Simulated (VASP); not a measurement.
# Ru2Pt (I4/mmm) in VASP: single point with PBE

Aim: the single point of Ru2Pt with PBE.

Program: VASP 6.6.1. These are calculated values, not measurements. Logs are shortened: lines on timing, memory, paths and dates and some standing lists are left out, and cuts for length are marked.

## Step 1: The cell of the first run

Symmetry: I4/mmm, No. 139, tetragonal system. The conventional cell has a = 3.810 Å, b = 3.810 Å, c = 4.778 Å, α = 90.00°, β = 90.00°, γ = 90.00°. Ru (site symmetry -4m2) has 4 Pt at 2.25 Å and 6 Ru at 2.39 to 2.69 Å within 3.0 Å. Pt (site symmetry 4/mmm) has 8 Ru at 2.25 Å within 3.0 Å.

## Step 2: Single point, PBE

Input file INCAR:

```
SYSTEM = Ru2Pt
PREC = Accurate
ENCUT = 520
EDIFF = 1E-6
ISMEAR = 0
SIGMA = 0.1
LREAL = .False.
LASPH = .True.
NELM = 100
ALGO = Normal
ISIF = 2
LWAVE = .False.
LCHARG = .False.
GGA = PE
NBANDS = 26
```

Input file KPOINTS:

```
Automatic mesh
0
Gamma
  6 6 6
  0 0 0
```

Input file POSCAR:

```
Ru2Pt
1.0
   -1.9051500300      1.9051500300      2.3888325400
    1.9051500300     -1.9051500300      2.3888325400
    1.9051500300      1.9051500300     -2.3888325400
Ru Pt
2 1
Direct
    0.7500000000      0.2500000000      0.5000000000
    0.2500000000      0.7500000000      0.5000000000
    0.0000000000      0.0000000000      0.0000000000
```

Potentials or basis: VASP PAW PBE potentials, release 64 (Ru_pv, Pt).

Command:

```console
$ cat potpaw_PBE.64/Ru_pv/POTCAR potpaw_PBE.64/Pt/POTCAR > POTCAR
$ mpirun -np 1 vasp_std > vasp.out
```

OUTCAR:

```text
SYSTEM = Ru2Pt
   PREC = Accurate
   ENCUT = 520
   EDIFF = 1E-6
   ISMEAR = 0
   LREAL = .False.
   LASPH = .True.
   NELM = 100
   ISIF = 2
   GGA = PE

 ion  position               nearest neighbor table
   1  0.750  0.250  0.500-   3 2.25   3 2.25   3 2.25   3 2.25   2 2.39   2 2.39   2 2.69   2 2.69
                             2 2.69   2 2.69
   2  0.250  0.750  0.500-   3 2.25   3 2.25   3 2.25   3 2.25   1 2.39   1 2.39   1 2.69   1 2.69
                             1 2.69   1 2.69
   3  0.000  0.000  0.000-   1 2.25   2 2.25   1 2.25   2 2.25   1 2.25   2 2.25   1 2.25   2 2.25

  LATTYP: Found a body centered tetragonal cell.
 ALAT       =     3.8103000600
 C/A-ratio  =     1.2538815854

  Lattice vectors:

 A1 = (  -1.9051500300,   1.9051500300,   2.3888325400)
 A2 = (   1.9051500300,  -1.9051500300,   2.3888325400)
 A3 = (   1.9051500300,   1.9051500300,  -2.3888325400)

Analysis of symmetry for initial positions (statically):
=====================================================================
 Subroutine PRICEL returns:
 Original cell was already a primitive cell.

 Routine SETGRP: Setting up the symmetry group for a
 body centered tetragonal supercell.

 Subroutine GETGRP returns: Found 16 space group operations
 (whereof 16 operations were pure point group operations)
 out of a pool of 16 trial point group operations.

The static configuration has the point symmetry D_4h.

Analysis of symmetry for dynamics (positions and initial velocities):
=====================================================================
 Subroutine PRICEL returns:
 Original cell was already a primitive cell.

 Routine SETGRP: Setting up the symmetry group for a
 body centered tetragonal supercell.

 Subroutine GETGRP returns: Found 16 space group operations
 (whereof 16 operations were pure point group operations)
 out of a pool of 16 trial point group operations.

The dynamic configuration has the point symmetry D_4h.

 Subroutine INISYM returns: Found 16 space group operations
 (whereof 16 operations are pure point group operations),
 and found     1 'primitive' translations

----------------------------------------------------------------------------------------

                                     Primitive cell

  volume of cell :      34.6820

  direct lattice vectors                    reciprocal lattice vectors
    -1.905150030  1.905150030  2.388832540     0.000000000  0.262446522  0.209307263
     1.905150030 -1.905150030  2.388832540     0.262446522  0.000000000  0.209307263
     1.905150030  1.905150030 -2.388832540     0.262446522  0.262446522  0.000000000

  length of vectors
     3.600793548  3.600793548  3.600793548     0.335689898  0.335689898  0.371155431

  position of ions in fractional coordinates (direct lattice)
     0.750000000  0.250000000  0.500000000
     0.250000000  0.750000000  0.500000000
     0.000000000  0.000000000  0.000000000

  ion indices of the primitive-cell ions
   primitive index   ion index
                 1           1
                 2           2
                 3           3

----------------------------------------------------------------------------------------

 KPOINTS: Automatic mesh

Automatic generation of k-mesh.
 Grid dimensions read from file:
 generate k-points for:    6    6    6

 Generating k-lattice:

  Cartesian coordinates                     Fractional coordinates (reciprocal lattice)
     0.000000000  0.043741087  0.034884544     0.166666667  0.000000000  0.000000000
     0.043741087  0.000000000  0.034884544     0.000000000  0.166666667  0.000000000
     0.043741087  0.043741087  0.000000000     0.000000000  0.000000000  0.166666667

  Length of vectors
     0.055948316  0.055948316  0.061859239

  Shift w.r.t. Gamma in fractional coordinates (k-lattice)
     0.000000000  0.000000000  0.000000000

 Subroutine IBZKPT returns following result:
 ===========================================

 Found     30 irreducible k-points:

 Following reciprocal coordinates:
            Coordinates               Weight
  0.000000  0.000000  0.000000      1.000000
  0.166667  0.000000  0.000000      8.000000
  0.333333  0.000000  0.000000      8.000000
  0.500000 -0.000000  0.000000      4.000000
  0.166667  0.166667  0.000000      8.000000
  0.333333  0.166667  0.000000     16.000000
[... 16 lines left out ...]
 -0.333333 -0.333333  0.166667      8.000000
 -0.166667 -0.333333  0.166667      8.000000
 [... further k-points ...]
   k-points           NKPTS =     30   k-points in BZ     NKDIM =     30   number of bands    NBANDS=     26
   number of dos      NEDOS =    301   number of ions     NIONS =      3
   total plane-waves  NPLWV =  21952
   dimension x,y,z NGX =    28 NGY =   28 NGZ =   28
   dimension x,y,z NGXF=    56 NGYF=   56 NGZF=   56
   ions per type =               2   1
   NGX,Y,Z   is equivalent  to a cutoff of  12.93, 12.93, 12.93 a.u.
   NGXF,Y,Z  is equivalent  to a cutoff of  25.85, 25.85, 25.85 a.u.
 SYSTEM =  Ru2Pt
   PREC   = accura    normal or accurate (medium, high low for compatibility)
   ISTART =      0    job   : 0-new  1-cont  2-samecut
   ICHARG =      2    charge: 1-file 2-atom 10-const
   ISPIN  =      1    spin polarized calculation?
   LNONCOLLINEAR =      F non collinear calculations
   LSORBIT =      F    spin-orbit coupling
   LASPH  =      T    aspherical Exc in radial PAW
   ENCUT  =  520.0 eV  38.22 Ry    6.18 a.u.   6.70  6.70  6.70*2*pi/ulx,y,z
   NELM   =    100;   NELMIN=  2; NELMDL= -5     # of ELM steps
   EDIFF  = 0.1E-05   stopping-criterion for ELM
   LREAL  =      F    real-space projection
   EDIFFG = 0.1E-04   stopping-criterion for IOM
   NSW    =      0    number of steps for IOM
   IBRION =     -1    ionic relax: 0-MD 1-quasi-New 2-CG
   NFREE  =      0    steps in history (QN), initial steepest desc. (CG)
   ISIF   =      2    stress and relaxation
   ISYM   =      2    0-nonsym 1-usesym 2-fastsym
   POTIM  = 0.5000    time-step for ionic-motion
   TEBEG  =    0.0;   TEEND  =   0.0 temperature during run
   PSTRESS=    0.0 pullay stress
   NELECT =      38.0000    total number of electrons
   NUPDOWN=      -1.0000    fix difference up-down
   EMIN   =  10.00;   EMAX   =-10.00  energy-range for DOS
   EFERMI =   0.00;   METHOD = LEGACY
   ISMEAR =     0;   SIGMA  =   0.10  broadening in eV -4-tet -1-fermi 0-gaus
   EFERMI_NEDOS =   21; number of points for ismear=-14 and -15
   IALGO  =     38    algorithm
   IMIX   =      4    mixing-type and parameters
     AMIX     =   0.40;   BMIX     =  1.00
     AMIX_MAG =   1.60;   BMIX_MAG =  1.00
  volume/ion in A,a.u.               =      11.56        78.02
  Fermi-wavevector in a.u.,A,eV,Ry     =   1.687724  3.189335 38.754987  2.848411
  Thomas-Fermi vector in A             =   2.770158
   LORBIT       =      0    0 simple, 1 ext, 2 COOP (PROOUT), +10 PAW based schemes
   GGA     = PE    functional components
   LHFCALC =     F    Hartree Fock is set to
   AEXX    =    0.0000 exact exchange contribution
   IVDW    =     0    specifies the selected vdW correction
   LEPSILON=     F    determine dielectric tensor
   LRPA    =     F    only Hartree local field effects (RPA)
 non-spin polarized calculation
 Gauss-broadening in eV      SIGMA  =   0.10
  energy-cutoff  :      520.00
  volume of cell :       34.68
 maximum number of plane-waves:       949
   NGX = 13   NGY = 13   NGZ = 13

 number of electron      37.9999990 magnetization

 Free energy of the ion-electron system (eV)
  ---------------------------------------------------
  ext. energy  EPLUGINS =         0.00000000
  ---------------------------------------------------
  free energy    TOTEN  =       -13.85965405 eV

  energy without entropy =      -13.84631999  energy(sigma->0) =      -13.85298702

 E-fermi :  16.6498     XC(G=0): -14.8756

 val. band max:       16.6491333568   @ k =  -0.3333   0.1667  -0.0000
 cond. band min:      16.6638176201   @ k =  -0.1667   0.1667   0.0000
 fundamental gap:      0.0146842633
 Fermi energy:        16.6497577089

 k-point     1 :       0.0000    0.0000    0.0000
  band No.  band energies     occupation
      1     -27.6384      2.00000
      2     -26.9846      2.00000
      3     -26.9846      2.00000
      4     -26.5588      2.00000
      5     -26.5588      2.00000
      6     -26.0097      2.00000
[... 18 lines left out ...]
     25      27.5383      0.00000
     26      28.5110      0.00000

 k-point     2 :       0.1667    0.0000    0.0000
  band No.  band energies     occupation
      1     -27.5290      2.00000
      2     -26.9564      2.00000
      3     -26.9427      2.00000
      4     -26.6094      2.00000
      5     -26.5859      2.00000
      6     -26.1331      2.00000
[... 18 lines left out ...]
     25      27.4407      0.00000
     26      27.4444      0.00000

 k-point     3 :       0.3333    0.0000    0.0000
  band No.  band energies     occupation
      1     -27.2390      2.00000
      2     -26.8834      2.00000
      3     -26.8599      2.00000
      4     -26.7113      2.00000
      5     -26.6567      2.00000
      6     -26.4466      2.00000
[... 18 lines left out ...]
     25      27.4405      0.00000
     26      27.4525      0.00000

 k-point     4 :       0.5000   -0.0000    0.0000
  band No.  band energies     occupation
      1     -26.8855      2.00000
      2     -26.8261      2.00000
      3     -26.8202      2.00000
      4     -26.8185      2.00000
      5     -26.7448      2.00000
      6     -26.7205      2.00000
[... 18 lines left out ...]
     25      27.4406      0.00000
     26      27.4544      0.00000

 k-point     5 :       0.1667    0.1667    0.0000
  band No.  band energies     occupation
      1     -27.2351      2.00000
      2     -27.0071      2.00000
      3     -26.8641      2.00000
      4     -26.6990      2.00000
      5     -26.5277      2.00000
      6     -26.4577      2.00000
[... 18 lines left out ...]
     25      27.4009      0.00000
     26      27.4622      0.00000

 k-point     6 :       0.3333    0.1667    0.0000
  band No.  band energies     occupation
      1     -27.0220      2.00000
      2     -26.8923      2.00000
      3     -26.8388      2.00000
      4     -26.7848      2.00000
      5     -26.7435      2.00000
      6     -26.5270      2.00000
[... 427 lines left out ...]
 k-point    21 :      -0.3333    0.5000    0.1667
  band No.  band energies     occupation
      1     -27.5733      2.00000
      2     -27.1054      2.00000
      3     -26.8229      2.00000
      4     -26.7036      2.00000
      5     -26.4567      2.00000
      6     -26.0934      2.00000
[... 18 lines left out ...]
     25      24.6774      0.00000
     26      27.4408      0.00000

 k-point    22 :      -0.1667    0.5000    0.1667
  band No.  band energies     occupation
      1     -27.2962      2.00000
      2     -26.9651      2.00000
      3     -26.9263      2.00000
      4     -26.6051      2.00000
      5     -26.5921      2.00000
      6     -26.4079      2.00000
[... 18 lines left out ...]
     25      27.2151      0.00000
     26      27.4449      0.00000

 k-point    23 :      -0.3333   -0.3333    0.1667
  band No.  band energies     occupation
      1     -27.3214      2.00000
      2     -27.0743      2.00000
      3     -26.9208      2.00000
      4     -26.6089      2.00000
      5     -26.4612      2.00000
      6     -26.3986      2.00000
[... 18 lines left out ...]
     25      26.2187      0.00000
     26      27.4421      0.00000

 k-point    24 :      -0.1667   -0.3333    0.1667
  band No.  band energies     occupation
      1     -26.9980      2.00000
      2     -26.9952      2.00000
      3     -26.9130      2.00000
      4     -26.8229      2.00000
      5     -26.5395      2.00000
      6     -26.5343      2.00000
[... 18 lines left out ...]
     25      27.0378      0.00000
     26      27.4448      0.00000

 [... further k-points ...]

------------------------ aborting loop because EDIFF is reached ----------------------------------------

  FORCE on cell =-STRESS in cart. coord.  units (eV):
  Direction    XX          YY          ZZ          XY          YZ          ZX
  --------------------------------------------------------------------------------------
  -------------------------------------------------------------------------------------
  Total       48.4469635     48.4469635     48.7562446      0.0000000      0.0000000      0.0000000
  in kB     2238.0669953   2238.0669953   2252.3546177      0.0000000      0.0000000      0.0000000
  external PRESSURE =    2242.8295361 kB  Pullay stress =       0.0000000 kB

 VOLUME and BASIS-vectors are now :
 -----------------------------------------------------------------------------
  energy-cutoff  :      520.00
  volume of cell :       34.68
      direct lattice vectors                 reciprocal lattice vectors
    -1.905150030  1.905150030  2.388832540     0.000000000  0.262446522  0.209307263
     1.905150030 -1.905150030  2.388832540     0.262446522  0.000000000  0.209307263
     1.905150030  1.905150030 -2.388832540     0.262446522  0.262446522  0.000000000

 POSITION                                       TOTAL-FORCE (eV/Angst)
 -----------------------------------------------------------------------------------
     -0.00000      1.90515      1.19442         0.000000      0.000000     -0.000000
      1.90515     -0.00000      1.19442        -0.000000     -0.000000      0.000000
      0.00000      0.00000      0.00000        -0.000000      0.000000     -0.000000
 -----------------------------------------------------------------------------------
    total drift:                                0.000000     -0.000000      0.000000

  FREE ENERGIE OF THE ION-ELECTRON SYSTEM (eV)
  ---------------------------------------------------
  free  energy   TOTEN  =       -13.8596540513 eV

  energy  without entropy=      -13.8463199898  energy(sigma->0) =      -13.85298702
```

Run time: 18 s. Hardware: 1 thread of AMD EPYC 9R45 (Zen 5), shared host; peak memory 0.14 GiB.

Results:

| Quantity | Value |
| --- | --- |
| Free energy | -13.8597 eV |
| Pressure | 224.3 GPa |
| Band gap on the k mesh | zero (band 19 reaches 17.97 eV, above the bottom of band 20 at 15.57 eV) |

Caveat: the k points lie up to 0.39 Å⁻¹ apart; spin-orbit coupling is left out, which moves the levels of the heavy elements.
